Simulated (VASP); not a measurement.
# Zr (P6_3/mmc) in VASP: notebook

The runs below take Zr through single point, with PBE.

Program: VASP 6.6.1. These are calculated values, not measurements. Logs are shortened: lines on timing, memory, paths and dates and some standing lists are left out, and cuts for length are marked.

## Step 1: The cell of the first run

The structure is hexagonal, space group P6_3/mmc (No. 194). Conventional cell: a = 3.239 Å, b = 3.239 Å, c = 5.172 Å, α = 90.00°, β = 90.00°, γ = 120.00°. Zr (site symmetry -6m2) has 12 Zr at 3.19 to 3.24 Å within 4.2 Å.

## Step 2: Single point, PBE

File INCAR:

```
SYSTEM = Zr
PREC = Accurate ; ENCUT = 500
EDIFF = 1E-6 ; ISMEAR = 0
SIGMA = 0.1 ; LREAL = .FALSE.
LASPH = .TRUE. ; NELM = 120
ALGO = Normal ; ISIF = 2
LWAVE = .FALSE. ; LCHARG = .FALSE.
GGA = PE ; ISYM = 0
NBANDS = 19 ; GGA_COMPAT = .FALSE.
```

File KPOINTS:

```
Automatic mesh
0
G
  5 7 4
  0 0 0
```

File POSCAR:

```
Zr
1.0
    3.2392314131      0.0000000000      0.0000000000
   -1.6196157065      2.8052566925      0.0000000000
    0.0000000000      0.0000000000      5.1722200000
Zr
2
Direct
    0.3333333333      0.6666666667      0.2500000000
    0.6666666667      0.3333333333      0.7500000000
```

Potentials or basis: VASP PAW PBE potentials, release 64 (Zr_sv).

Run with:

```sh
$ cat potpaw_PBE.64/Zr_sv/POTCAR > POTCAR
$ mpirun -np 1 vasp_std > vasp.out
```

OUTCAR:

```text
SYSTEM = Zr
   PREC = Accurate
   ENCUT = 500
   EDIFF = 1E-6
   ISMEAR = 0
   LREAL = .FALSE.
   LASPH = .TRUE.
   NELM = 120
   ISIF = 2
   GGA = PE
   ISYM = 0

 ion  position               nearest neighbor table
   1  0.333  0.667  0.250-   2 3.19   2 3.19   2 3.19   2 3.19   2 3.19   2 3.19
   2  0.667  0.333  0.750-   1 3.19   1 3.19   1 3.19   1 3.19   1 3.19   1 3.19

IMPORTANT INFORMATION: All symmetrisations will be switched off!
NOSYMM: (Re-)initialisation of all symmetry stuff for point group C_1.

----------------------------------------------------------------------------------------

                                     Primitive cell

  volume of cell :      46.9993

  direct lattice vectors                    reciprocal lattice vectors
     3.239231413  0.000000000  0.000000000     0.308715208  0.178236809  0.000000000
    -1.619615707  2.805256692  0.000000000     0.000000000  0.356473617  0.000000000
     0.000000000  0.000000000  5.172220000     0.000000000  0.000000000  0.193340577

  length of vectors
     3.239231413  3.239231413  5.172220000     0.356473617  0.356473617  0.193340577

  position of ions in fractional coordinates (direct lattice)
     0.333333333  0.666666667  0.250000000
     0.666666667  0.333333333  0.750000000

  ion indices of the primitive-cell ions
   primitive index   ion index
                 1           1
                 2           2

----------------------------------------------------------------------------------------

 KPOINTS: Automatic mesh

Automatic generation of k-mesh.
 Grid dimensions read from file:
 generate k-points for:    5    7    4

 Generating k-lattice:

  Cartesian coordinates                     Fractional coordinates (reciprocal lattice)
     0.061743042  0.035647362  0.000000000     0.200000000  0.000000000  0.000000000
     0.000000000  0.050924802  0.000000000     0.000000000  0.142857143  0.000000000
     0.000000000  0.000000000  0.048335144     0.000000000  0.000000000  0.250000000

  Length of vectors
     0.071294723  0.050924802  0.048335144

  Shift w.r.t. Gamma in fractional coordinates (k-lattice)
     0.000000000  0.000000000  0.000000000

 -----------------------------------------------------------------------------
|                                                                             |
[... 61 lines left out ...]
   PREC   = accura    normal or accurate (medium, high low for compatibility)
   ISTART =      0    job   : 0-new  1-cont  2-samecut
   ICHARG =      2    charge: 1-file 2-atom 10-const
   ISPIN  =      1    spin polarized calculation?
   LNONCOLLINEAR =      F non collinear calculations
   LSORBIT =      F    spin-orbit coupling
   LASPH  =      T    aspherical Exc in radial PAW
   ENCUT  =  500.0 eV  36.75 Ry    6.06 a.u.   5.91  5.91  9.43*2*pi/ulx,y,z
   NELM   =    120;   NELMIN=  2; NELMDL= -5     # of ELM steps
   EDIFF  = 0.1E-05   stopping-criterion for ELM
   LREAL  =      F    real-space projection
   EDIFFG = 0.1E-04   stopping-criterion for IOM
   NSW    =      0    number of steps for IOM
   IBRION =     -1    ionic relax: 0-MD 1-quasi-New 2-CG
   NFREE  =      0    steps in history (QN), initial steepest desc. (CG)
   ISIF   =      2    stress and relaxation
   ISYM   =      0    0-nonsym 1-usesym 2-fastsym
   POTIM  = 0.5000    time-step for ionic-motion
   TEBEG  =    0.0;   TEEND  =   0.0 temperature during run
   PSTRESS=    0.0 pullay stress
   NELECT =      24.0000    total number of electrons
   NUPDOWN=      -1.0000    fix difference up-down
   EMIN   =  10.00;   EMAX   =-10.00  energy-range for DOS
   EFERMI =   0.00;   METHOD = LEGACY
   ISMEAR =     0;   SIGMA  =   0.10  broadening in eV -4-tet -1-fermi 0-gaus
   EFERMI_NEDOS =   21; number of points for ismear=-14 and -15
   IALGO  =     38    algorithm
   IMIX   =      4    mixing-type and parameters
     AMIX     =   0.40;   BMIX     =  1.00
     AMIX_MAG =   1.60;   BMIX_MAG =  1.00
  volume/ion in A,a.u.               =      23.50       158.58
  Fermi-wavevector in a.u.,A,eV,Ry     =   1.308523  2.472750 23.296340  1.712233
  Thomas-Fermi vector in A             =   2.439184
   LORBIT       =      0    0 simple, 1 ext, 2 COOP (PROOUT), +10 PAW based schemes
   GGA     = PE    functional components
   LHFCALC =     F    Hartree Fock is set to
   AEXX    =    0.0000 exact exchange contribution
   IVDW    =     0    specifies the selected vdW correction
   LEPSILON=     F    determine dielectric tensor
   LRPA    =     F    only Hartree local field effects (RPA)
 non-spin polarized calculation
 Gauss-broadening in eV      SIGMA  =   0.10
  energy-cutoff  :      500.00
  volume of cell :       47.00
 maximum number of plane-waves:      1206
   NGX = 11   NGY = 11   NGZ = 19

 number of electron      24.0000001 magnetization

 Free energy of the ion-electron system (eV)
  ---------------------------------------------------
  ext. energy  EPLUGINS =         0.00000000
  ---------------------------------------------------
  free energy    TOTEN  =       -17.04516570 eV

  energy without entropy =      -17.03192831  energy(sigma->0) =      -17.03854701

 E-fermi :   8.9128     XC(G=0): -11.0399

 val. band max:        8.9016971696   @ k =   0.0000   0.1429   0.0000
 cond. band min:       8.9179370496   @ k =   0.2000   0.4286   0.2500
 fundamental gap:      0.0162398800
 Fermi energy:         8.9127501059

 k-point     1 :       0.0000    0.0000    0.0000
  band No.  band energies     occupation
      1     -39.9658      2.00000
      2     -39.8187      2.00000
      3     -18.4719      2.00000
      4     -17.6290      2.00000
      5     -17.6191      2.00000
      6     -17.5002      2.00000
[... 505 lines left out ...]
      6     -17.6379      2.00000
[... 11 lines left out ...]
     18      11.6170      0.00000
     19      13.4711      0.00000

 [... further k-points ...]
[... 5 lines left out ...]
  --------------------------------------------------------------------------------------
  -------------------------------------------------------------------------------------
  Total        0.1458643     -0.2149522     -0.2807297     -0.0125657      0.0000437     -0.0000003
  in kB        4.9724231     -7.3275844     -9.5698996     -0.4283565      0.0014883     -0.0000114
  external PRESSURE =      -3.9750203 kB  Pullay stress =       0.0000000 kB

 VOLUME and BASIS-vectors are now :
 -----------------------------------------------------------------------------
  energy-cutoff  :      500.00
  volume of cell :       47.00
      direct lattice vectors                 reciprocal lattice vectors
     3.239231413  0.000000000  0.000000000     0.308715208  0.178236809  0.000000000
    -1.619615707  2.805256692  0.000000000     0.000000000  0.356473617  0.000000000
     0.000000000  0.000000000  5.172220000     0.000000000  0.000000000  0.193340577

 POSITION                                       TOTAL-FORCE (eV/Angst)
 -----------------------------------------------------------------------------------
     -0.00000      1.87017      1.29306         0.030386     -0.002117     -0.000013
      1.61962      0.93509      3.87917        -0.030386      0.002117      0.000013
 -----------------------------------------------------------------------------------
    total drift:                                0.000002     -0.000004     -0.000001

  FREE ENERGIE OF THE ION-ELECTRON SYSTEM (eV)
  ---------------------------------------------------
  free  energy   TOTEN  =       -17.0451656977 eV

  energy  without entropy=      -17.0319283145  energy(sigma->0) =      -17.03854701
```

It took 62 s on 1 thread of Intel Xeon 8259CL, shared host; peak memory 0.19 GiB.

Results:

* Free energy: -17.0452 eV
* Pressure: -0.4 GPa
* Largest force: 0.030 eV/Å
* Band gap on the k mesh: zero (band 12 reaches 9.76 eV, above the bottom of band 13 at 8.82 eV)

Forces in eV/Å, atoms in the order of the input:
```
Zr   0.030 -0.002  0.000
Zr  -0.030  0.002  0.000
```

Caveat: the k points lie up to 0.45 Å⁻¹ apart.

## Step 3: Single point, PBE, collinear spin, ferromagnetic start

File INCAR:

```
PREC = Accurate
ENCUT = 500
EDIFF = 1E-6
ISMEAR = 0
SIGMA = 0.1
LREAL = F
LASPH = T
NELM = 200
ALGO = Normal
ISIF = 2
LWAVE = F
LCHARG = F
ISPIN = 2
MAGMOM = 1.47 1.47
LORBIT = 11
NUPDOWN = 4.0
LMAXMIX = 4
GGA = PE
NBANDS = 23
GGA_COMPAT = F
```

File KPOINTS:

```
regular mesh
0
Gamma
  6 6 4
```

POSCAR is that of step 2.

Potentials or basis: VASP PAW PBE potentials, release 64 (Zr_sv).

Run with:

```sh
$ cat potpaw_PBE.64/Zr_sv/POTCAR > POTCAR
$ mpirun -np 1 vasp_std > vasp.out
```

Run time: 58 s. Hardware: 1 thread of Intel Xeon 8259CL, shared host; peak memory 0.19 GiB.

Results (log left out):

* Free energy: -15.4270 eV
* Pressure: 7.8 GPa
* Net moment: 4.00 μB per cell
* Site moments: Zr +1.14 μB
* Valence electrons inside the program's atomic spheres: Zr 9.85

Stress tensor (GPa, compression positive):
```
 4.80  0.00  0.00
 0.00  4.80  0.00
 0.00  0.00 13.91
```

Caveat: the k points lie up to 0.37 Å⁻¹ apart; the moment is held away from its start; the total moment is fixed, so each spin has its own Fermi level.
